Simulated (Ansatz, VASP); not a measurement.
## Two plane-wave programs on Sc

INCAR

```
SYSTEM = Sc
ALGO = Normal
EDIFF = 1E-6
ENCUT = 500
GGA = PE
GGA_COMPAT = .False.
ISIF = 2
ISMEAR = 0
LASPH = .True.
LCHARG = .False.
LREAL = .False.
LWAVE = .False.
NBANDS = 12
NELM = 120
PREC = Accurate
SIGMA = 0.1
```

File KPOINTS:

```
k-points
0
Gamma
  16 16 16
  0 0 0
```

File POSCAR:

```
Sc
1.0
    0.0000000000      2.2561731450      2.2561731450
    2.2561731450      0.0000000000      2.2561731450
    2.2561731450      2.2561731450      0.0000000000
Sc
1
Direct
    0.0000000000      0.0000000000      0.0000000000
```

Input for Ansatz:

```yaml
crystal:
  lattice:
    - [0.0, 2.256173145, 2.256173145]
    - [2.256173145, 0.0, 2.256173145]
    - [2.256173145, 2.256173145, 0.0]
  atoms:
    - { symbol: Sc, position: [0.0, 0.0, 0.0] }
basis:
  ecutwfc: 420
kpoints:
  mp_grid: { grid: [16, 16, 16] }
hamiltonian:
  xc: pbe
scf:
  occupations: { method: gaussian, width: 0.1 }
output:
  forces: true
  stress: true
  eigenvalues: true
```

Alike in both runs: task single point; functional PBE; k mesh 16 × 16 × 16; occupations gaussian, width 0.1 eV; no spin polarisation.

```csv
,VASP,Ansatz
version,VASP 6.6.1,Ansatz 0.2.0
potentials or method,"VASP PAW PBE potentials, release 64 (Sc_sv), cutoff 500 eV","scalar-relativistic, plane waves, PAW"
valence electrons in the cell,11,11
```

Ansatz gave:

```
gap on the k mesh at the Fermi level (eV) : none
pressure (GPa)                            : 4.0
```

Question: Estimate VASP's values.

Answer: gap on the k mesh at the Fermi level (eV): none; pressure (GPa): 4.1.

A gap of «none» marks a metal or a gap that the smearing closes.
